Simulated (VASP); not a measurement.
Na, 2 atoms in the cell. The structure is hexagonal, space group P6_3/mmc (No. 194). Conventional cell: a = 3.716 Å, b = 3.716 Å, c = 6.071 Å, α = 90.00°, β = 90.00°, γ = 120.00°. Within 4.9 Å of Na (site symmetry -6m2) lie 12 Na at 3.72 Å.  This cell differs from its parent crystal: volume scaled by 0.96.

- Program: VASP 6.6.1
- Task: electric field gradients
- Functional: LDA
- Potentials or basis: VASP PAW LDA potentials, release 64 (Na_pv)
- Cutoff: 520 eV
- k mesh: 11 × 11 × 6
- Occupations: fermi-dirac, width 0.05 eV
- Spin: no spin polarisation
- Dipole correction: no
- Further INCAR settings: ALGO = Normal; EDIFF = 1e-08; NBANDS = 14

Potentials or basis: VASP PAW LDA potentials, release 64 (Na_pv).

Run with:

```bash
$ cat potpaw_LDA.64/Na_pv/POTCAR > POTCAR
$ mpirun -np 1 vasp_std > vasp.out
```

Hardware: 1 thread of Intel(R) Xeon(R) 6975P-C (Granite Rapids) (shared host).

Problem. How long does it take, and how much memory?

Solution. Wall time 18 s on 1 thread of Intel(R) Xeon(R) 6975P-C (Granite Rapids) (shared host), peak memory 0.17 GiB. Counts: scf iterations 11, k points 64.
